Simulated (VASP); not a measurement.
# InSb (F-43m) in VASP: further runs, part 2 of 2

VASP 6.6.1. The steps go on from the part before.

## 3. Vibrations by perturbation theory, PBEsol

This run uses another cell than the first one, of 27.78 Å³/atom.

INCAR

```
SYSTEM = InSb
  PREC = Accurate
  ENCUT = 500
  EDIFF = 1E-8
  ISMEAR = 0
  SIGMA = 0.01
  LREAL = .False.
  LASPH = .True.
  NELM = 120
  ALGO = Normal
  ISIF = 2
  LWAVE = .False.
  LCHARG = .True.
  GGA = PS
  IBRION = 8
  NSW = 1
  LEPSILON = .True.
  GGA_COMPAT = .False.
```

KPOINTS

```
Automatic mesh
0
Gamma
  12 12 12
  0 0 0
```

POSCAR

```
InSb
1.0
    0.0000000000      3.0284652830      3.0284652830
    3.0284652830      0.0000000000      3.0284652830
    3.0284652830      3.0284652830      0.0000000000
In Sb
1 1
Direct
    0.0000000000      0.0000000000      0.0000000000
    0.7500000000      0.7500000000      0.7500000000
```

Potentials or basis: VASP PAW PBE potentials, release 64 (In_d, Sb).

The run is started by

```bash
cat potpaw_PBE.64/In_d/POTCAR potpaw_PBE.64/Sb/POTCAR > POTCAR
mpirun -np 1 vasp_std > vasp.out
```

OUTCAR:

```text
SYSTEM = InSb
   PREC = Accurate
   ENCUT = 500
   EDIFF = 1E-8
   ISMEAR = 0
   LREAL = .False.
   LASPH = .True.
   NELM = 120
   ISIF = 2
   GGA = PS
   IBRION = 8
   NSW = 1
   LEPSILON = .True.

 ion  position               nearest neighbor table
   1  0.000  0.000  0.000-   2 2.62   2 2.62   2 2.62   2 2.62
   2  0.750  0.750  0.750-   1 2.62   1 2.62   1 2.62   1 2.62

  LATTYP: Found a face centered cubic cell.
 ALAT       =     6.0569305660

  Lattice vectors:

 A1 = (   0.0000000000,   3.0284652830,   3.0284652830)
 A2 = (   3.0284652830,   0.0000000000,   3.0284652830)
 A3 = (   3.0284652830,   3.0284652830,   0.0000000000)

Analysis of symmetry for initial positions (statically):
=====================================================================
 Subroutine PRICEL returns:
 Original cell was already a primitive cell.

 Routine SETGRP: Setting up the symmetry group for a
 face centered cubic supercell.

 Subroutine GETGRP returns: Found 24 space group operations
 (whereof 24 operations were pure point group operations)
 out of a pool of 48 trial point group operations.

The static configuration has the point symmetry T_d .

Analysis of symmetry for dynamics (positions and initial velocities):
=====================================================================
 Subroutine PRICEL returns:
 Original cell was already a primitive cell.

 Routine SETGRP: Setting up the symmetry group for a
 face centered cubic supercell.

 Subroutine GETGRP returns: Found 24 space group operations
 (whereof 24 operations were pure point group operations)
 out of a pool of 48 trial point group operations.

The dynamic configuration has the point symmetry T_d .

 Subroutine INISYM returns: Found 24 space group operations
 (whereof 24 operations are pure point group operations),
 and found     1 'primitive' translations

----------------------------------------------------------------------------------------

                                     Primitive cell

  volume of cell :      55.5518

  direct lattice vectors                    reciprocal lattice vectors
     0.000000000  3.028465283  3.028465283    -0.165100126  0.165100126  0.165100126
     3.028465283  0.000000000  3.028465283     0.165100126 -0.165100126  0.165100126
     3.028465283  3.028465283  0.000000000     0.165100126  0.165100126 -0.165100126

  length of vectors
     4.282896676  4.282896676  4.282896676     0.285961807  0.285961807  0.285961807

  position of ions in fractional coordinates (direct lattice)
     0.000000000  0.000000000  0.000000000
     0.750000000  0.750000000  0.750000000

[... 572 lines left out ...]
 -----------------------------------------------------------------------------
    -0.00026  0.52297  0.00000
     0.52297 -0.00026  0.00000
     0.00000  0.00000 -0.00040

--------------------------------------- Ionic step        4  -------------------------------------------

------------------------ aborting loop because EDIFF is reached ----------------------------------------

[... ionic steps 5 to 6 ...]

--------------------------------------- Ionic step        7  -------------------------------------------

 Free energy of the ion-electron system (eV)
  ---------------------------------------------------
  ---------------------------------------------------
  free energy    TOTEN  =        -0.02709042 eV

  energy without entropy =       -0.02709042

------------------------ aborting loop because EDIFF is reached ----------------------------------------

 INTERNAL STRAIN TENSOR  FOR ION    2  DIRECTION 1   (eV/Angst):
 -----------------------------------------------------------------------------
    -0.00869  0.00000  0.00000
     0.00000  0.00567 16.77563
     0.00000 16.77563  0.00567

 MACROSCOPIC STATIC DIELECTRIC TENSOR (including local field effects in DFT)
 ------------------------------------------------------
          14.143256     0.000000     0.000000
           0.000000    14.143256     0.000000
           0.000000     0.000000    14.143256
 ------------------------------------------------------

 PIEZOELECTRIC TENSOR (including local field effects)  for field in x, y, z        (e  Angst)
          XX          YY          ZZ          XY          YZ          ZX
  --------------------------------------------------------------------------------
  x     0.00000     0.00000     0.00000    -0.00000     1.81960    -0.00000
  y    -0.00000     0.00000     0.00000     0.00000    -0.00000     1.81960
  z     0.00000    -0.00000    -0.00000     1.81960     0.00000    -0.00000

 PIEZOELECTRIC TENSOR (including local field effects)  for field in x, y, z        (C/m^2)
          XX          YY          ZZ          XY          YZ          ZX
  --------------------------------------------------------------------------------
  x     0.00000     0.00000     0.00000    -0.00000     0.52480    -0.00000
  y    -0.00000     0.00000     0.00000     0.00000    -0.00000     0.52480
  z     0.00000    -0.00000    -0.00000     0.52480     0.00000    -0.00000

 BORN EFFECTIVE CHARGES (including local field effects) (in |e|, cummulative output)
 ---------------------------------------------------------------------------------
 ion    1
    1     1.74700     0.00000    -0.00000
    2     0.00000     1.74700    -0.00000
    3    -0.00000     0.00000     1.74700
 ion    2
    1    -1.74700    -0.00000     0.00000
    2     0.00000    -1.74700     0.00000
    3     0.00000    -0.00000    -1.74700

 INTERNAL STRAIN TENSOR FOR ION    2 for displacements in x,y,z  (eV/Angst):
          X           Y           Z          XY          YZ          ZX
  --------------------------------------------------------------------------------
  x     0.00000     0.00000     0.00000     0.00000    16.77563     0.00000
  y     0.00000     0.00000     0.00000     0.00000     0.00000    16.77563
  z     0.00000     0.00000     0.00000    16.77563     0.00000     0.00000

 SECOND DERIVATIVES (NOT SYMMETRIZED)
 ------------------------------------
               1X          1Y          1Z          2X          2Y          2Z
  1X   -11.549402    0.000000    0.000000   11.549402    0.000000    0.000000
  1Y     0.000000  -11.549402    0.000000    0.000000   11.549402    0.000000
  1Z     0.000000    0.000000  -11.549402    0.000000    0.000000   11.549402
  2X    11.572692    0.000000    0.000000  -11.572692    0.000000    0.000000
  2Y     0.000000   11.572692    0.000000    0.000000  -11.572692    0.000000
  2Z     0.000000    0.000000   11.572692    0.000000    0.000000  -11.572692

 Eigenvectors and eigenvalues of the dynamical matrix
 ----------------------------------------------------

   1 f  =    6.914799 THz    43.446961 2PiTHz  230.652854 cm-1    28.597296 meV
             X         Y         Z           dx          dy          dz
      0.000000  0.000000  0.000000     0.706709   -0.121267   -0.000000
      4.542698  4.542698  4.542698    -0.686993    0.117884   -0.000000
[... 21 lines left out ...]
   6 f/i=    0.003481 THz     0.021872 2PiTHz    0.116116 cm-1     0.014397 meV
             X         Y         Z           dx          dy          dz
      0.000000  0.000000  0.000000    -0.033088    0.423697    0.552488
      4.542698  4.542698  4.542698    -0.034038    0.435857    0.568343

--------------------------------------------------------------------------------------------------------

 MACROSCOPIC STATIC DIELECTRIC TENSOR IONIC CONTRIBUTION
 ------------------------------------------------------
           0.859917     0.000000    -0.000000
           0.000000     0.859917    -0.000000
          -0.000000    -0.000000     0.859917
 ------------------------------------------------------

 ELASTIC MODULI CONTR FROM IONIC RELAXATION (kBar)
 Direction    XX          YY          ZZ          XY          YZ          ZX
 --------------------------------------------------------------------------------
 XX          -0.0000     -0.0000     -0.0000     -0.0000      0.0000      0.0000
 YY          -0.0000     -0.0000     -0.0000     -0.0000     -0.0000      0.0000
 ZZ          -0.0000     -0.0000     -0.0000      0.0000     -0.0000      0.0000
 XY          -0.0000     -0.0000      0.0000   -703.5985      0.0000      0.0000
 YZ           0.0000     -0.0000     -0.0000      0.0000   -703.5985      0.0000
 ZX           0.0000      0.0000      0.0000      0.0000      0.0000   -703.5985
 --------------------------------------------------------------------------------

 PIEZOELECTRIC TENSOR IONIC CONTR  for field in x, y, z        (C/m^2)
          XX          YY          ZZ          XY          YZ          ZX
  --------------------------------------------------------------------------------
  x     0.00000    -0.00000    -0.00000     0.00000    -0.73192    -0.00000
  y     0.00000     0.00000     0.00000     0.00000     0.00000    -0.73192
  z    -0.00000    -0.00000     0.00000    -0.73192     0.00000    -0.00000
```

stdout:

```text
POSCAR found type information on POSCAR InSb
 POSCAR found :  2 types and       2 ions
 scaLAPACK will be used
 -----------------------------------------------------------------------------
|                                                                             |
|                                                                             |
|     You enforced a specific xc type in the INCAR file but a different       |
[... 51 lines left out ...]
 force on displaced ion       1 direction 1 : -11.549  -0.000  -0.000
 Born effective charge ion    1 direction 1 :   1.721   0.000   0.000
 Linear response progress:
 first order change of Fermi-energy   0.52851E-04
 force on displaced ion       2 direction 1 : -11.573  -0.000  -0.000
 Born effective charge ion    2 direction 1 :  -1.765   0.000   0.000
 Born effective charges drift removed
 Linear response finished
```

Run time: 37 min. Hardware: 1 thread of Intel Xeon 8259CL, shared host; peak memory 0.59 GiB.

What came out:

```
Electronic dielectric tensor (diagonal)                 : 14.14
Born charges (mean of the diagonal)                     : In +1.75; Sb -1.75 e
Highest phonon frequency at Γ, LO-TO splitting left out : 231 cm⁻¹
```

Phonon frequencies in cm⁻¹ (negative: imaginary):
| q point | frequencies |
| --- | --- |
| (0.000, 0.000, 0.000) | 0 0 0 231 231 231 |

Electronic dielectric tensor:
```
14.14  0.00  0.00
 0.00 14.14  0.00
 0.00  0.00 14.14
```

Born effective charge tensors (e):
atom 1, In
```
1.75 0.00 0.00
0.00 1.75 0.00
0.00 0.00 1.75
```
atom 2, Sb
```
-1.75  0.00  0.00
 0.00 -1.75  0.00
 0.00  0.00 -1.75
```

Caveat: the cell stands under pressure or tension, which shifts response properties; the PAW data sets were made with another functional, which shifts forces and pressure a little; spin-orbit coupling is left out, which moves the levels of the heavy elements.

## 4. Vibrations by perturbation theory, PBEsol

This run uses another cell than the first one, of 22.62 Å³/atom.

INCAR

```
SYSTEM = InSb
PREC     = Accurate       ! precision mode
ENCUT    = 520            ! plane-wave cutoff, eV
EDIFF    = 1E-8           ! SCF threshold, eV
ISMEAR   = -1             ! smearing method
SIGMA    = 0.15           ! smearing width, eV
LREAL    = .False.        ! projectors in reciprocal space
LASPH    = .True.         ! aspherical terms in the spheres
NELM     = 60             ! most SCF steps
ALGO     = Normal         ! electronic algorithm
ISIF     = 2              ! what is computed and relaxed
LWAVE    = .False.        ! write WAVECAR
LCHARG   = .False.        ! write CHGCAR
GGA      = PS             ! functional
NBANDS   = 16             ! bands
IBRION   = 8              ! ionic algorithm
NSW      = 1              ! ionic steps
```

KPOINTS is that of step 3.

POSCAR

```
InSb
1.0
    0.0000000000      2.8280300859      2.8280300859
    2.8280300859      0.0000000000      2.8280300859
    2.8280300859      2.8280300859      0.0000000000
In Sb
1 1
Direct
    0.0000000000      0.0000000000      0.0000000000
    0.7500000000      0.7500000000      0.7500000000
```

Potentials or basis: VASP PAW PBE potentials, release 64 (In_d, Sb).

The run is started by

```bash
cat potpaw_PBE.64/In_d/POTCAR potpaw_PBE.64/Sb/POTCAR > POTCAR
mpirun -np 1 vasp_std > vasp.out
```

OUTCAR:

```text
SYSTEM = InSb
   PREC = Accurate
   ENCUT = 520
   EDIFF = 1E-8
   ISMEAR = -1
   LREAL = .False.
   LASPH = .True.
   NELM = 60
   ISIF = 2
   GGA = PS
   IBRION = 8
   NSW = 1

 ion  position               nearest neighbor table
   1  0.000  0.000  0.000-   2 2.45   2 2.45   2 2.45   2 2.45
   2  0.750  0.750  0.750-   1 2.45   1 2.45   1 2.45   1 2.45

  LATTYP: Found a face centered cubic cell.
 ALAT       =     5.6560601718

  Lattice vectors:

[... 711 lines left out ...]
               1X          1Y          1Z          2X          2Y          2Z
  1X   -18.840522    0.000000    0.000000   18.840522    0.000000    0.000000
  1Y     0.000000  -18.840522    0.000000    0.000000   18.840522    0.000000
  1Z     0.000000    0.000000  -18.840522    0.000000    0.000000   18.840522
  2X    18.868355    0.000000    0.000000  -18.868355    0.000000    0.000000
  2Y     0.000000   18.868355    0.000000    0.000000  -18.868355    0.000000
  2Z     0.000000    0.000000   18.868355    0.000000    0.000000  -18.868355

 Eigenvectors and eigenvalues of the dynamical matrix
 ----------------------------------------------------

   1 f  =    8.830584 THz    55.484198 2PiTHz  294.556587 cm-1    36.520346 meV
             X         Y         Z           dx          dy          dz
      0.000000  0.000000  0.000000     0.000000    0.717132    0.000000
      4.242045  4.242045  4.242045     0.000000   -0.696938    0.000000
[... 21 lines left out ...]
   6 f/i=    0.003258 THz     0.020468 2PiTHz    0.108662 cm-1     0.013472 meV
             X         Y         Z           dx          dy          dz
      0.000000  0.000000  0.000000     0.000000    0.000000   -0.696938
      4.242045  4.242045  4.242045     0.000000    0.000000   -0.717132

--------------------------------------------------------------------------------------------------------

 ELASTIC MODULI CONTR FROM IONIC RELAXATION (kBar)
 Direction    XX          YY          ZZ          XY          YZ          ZX
 --------------------------------------------------------------------------------
 XX          -0.0000      0.0000      0.0000      0.0000      0.0000      0.0000
 YY           0.0000     -0.0000      0.0000      0.0000      0.0000      0.0000
 ZZ           0.0000      0.0000     -0.0000      0.0000      0.0000      0.0000
 XY           0.0000      0.0000      0.0000  -1949.2033      0.0000      0.0000
 YZ           0.0000      0.0000      0.0000      0.0000  -1949.2033      0.0000
 ZX           0.0000      0.0000      0.0000      0.0000      0.0000  -1949.2033
 --------------------------------------------------------------------------------
```

OSZICAR:

```text
N       E                     dE             d eps       ncg     rms          rms(c)
DAV:   1     0.118172069334E+03    0.11817E+03   -0.81811E+03  2312   0.127E+03
DAV:   2     0.151696225630E+01   -0.11666E+03   -0.11266E+03  2592   0.305E+02
[... 46 lines left out ...]
RMM:   6    -0.274613277800E-01    0.22459E-05   -0.23979E-06 17520   0.880E-03    0.222E-03
RMM:   7    -0.274607810812E-01    0.54670E-06   -0.13772E-07 18894   0.287E-03    0.172E-03
RMM:   8    -0.274609993375E-01   -0.21826E-06   -0.67710E-08 18297   0.957E-04    0.109E-03
RMM:   9    -0.274613326223E-01   -0.33328E-06   -0.54207E-08 17785   0.473E-04    0.169E-04
RMM:  10    -0.274614438413E-01   -0.11122E-06   -0.76896E-08 18945   0.164E-04    0.106E-04
RMM:  11    -0.274614430517E-01    0.78966E-09   -0.38258E-09 19323   0.634E-05    0.512E-05
 Linear response finished
```

stdout:

```text
POSCAR found type information on POSCAR InSb
 POSCAR found :  2 types and       2 ions
 scaLAPACK will be used
 -----------------------------------------------------------------------------
|                                                                             |
|                                                                             |
|     You enforced a specific xc type in the INCAR file but a different       |
|     I HOPE YOU KNOW WHAT YOU ARE DOING!                                     |
|                                                                             |
 -----------------------------------------------------------------------------

 LDA part: xc-table for (Slater+PW92), standard interpolation
 POSCAR, INCAR and KPOINTS ok, starting setup
 FFT: planning ... GRIDC
 FFT: planning ... GRID_SOFT
 FFT: planning ... GRID
 WAVECAR not read
 entering main loop
 Linear response reoptimize wavefunctions to high precision
 Linear response DOF=           2
 Linear response progress:
 first order change of Fermi-energy   0.15122E-04
 force on displaced ion       1 direction 1 : -18.841   0.000   0.000
 Linear response progress:
 first order change of Fermi-energy   0.10372E-03
 force on displaced ion       2 direction 1 : -18.868   0.000   0.000
 Linear response finished
```

Run time: 12 min. Hardware: 1 thread of AMD EPYC 7R43 (Zen 3), shared host; peak memory 0.5 GiB.

Results:

* Highest phonon frequency at Γ, LO-TO splitting left out: 295 cm⁻¹

Phonon frequencies in cm⁻¹ (negative: imaginary):
| q point | frequencies |
| --- | --- |
| (0.000, 0.000, 0.000) | 0 0 0 295 295 295 |

Caveat: the cell stands under pressure or tension, which shifts response properties; the PAW data sets were made with another functional, which shifts forces and pressure a little; spin-orbit coupling is left out, which moves the levels of the heavy elements.
